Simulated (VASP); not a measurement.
Runs of VASP 6.6.1 on Be4Se. The structure is that of space group Pm-3m (No. 221), or close to it. The cells are those of the table. 

```csv
task,cell,k mesh,cutoff (eV),gap on the mesh (eV),pressure (GPa),relaxed volume (Å³/atom)
relaxation of cell and atoms,"relaxed from a = 3.881 Å, 5 atoms",4 × 4 × 4,600,none,0.0,(a)
single point,"a = 3.881 Å, 5 atoms",4 × 4 × 4,520,none,28.2,-
single point,"a = 4.243 Å, 5 atoms",10 × 10 × 10,520,none,0.2,-
single point,"a = 4.261 Å, 5 atoms",4 × 4 × 4,520,none,0.2,-
relaxation of cell and atoms,"relaxed from a = 4.261 Å, 5 atoms",10 × 10 × 10,600,none,0.0,15.31
```

Alike in all rows: level PBE; potentials or basis VASP PAW PBE potentials, release 64 (Be, Se); no spin polarisation; smearing gaussian 0.1 eV.

Task: Fill in the values left out.

Result: (a) 15.54.

Caveats: some runs use coarse meshes; the volume moved by over 15 % at a fixed basis, so the end points are rough (some runs).

A k mesh can miss the band edges, and the runs leave out spin-orbit coupling on Se.

A gap of «none» marks levels without a gap at the run's occupations.
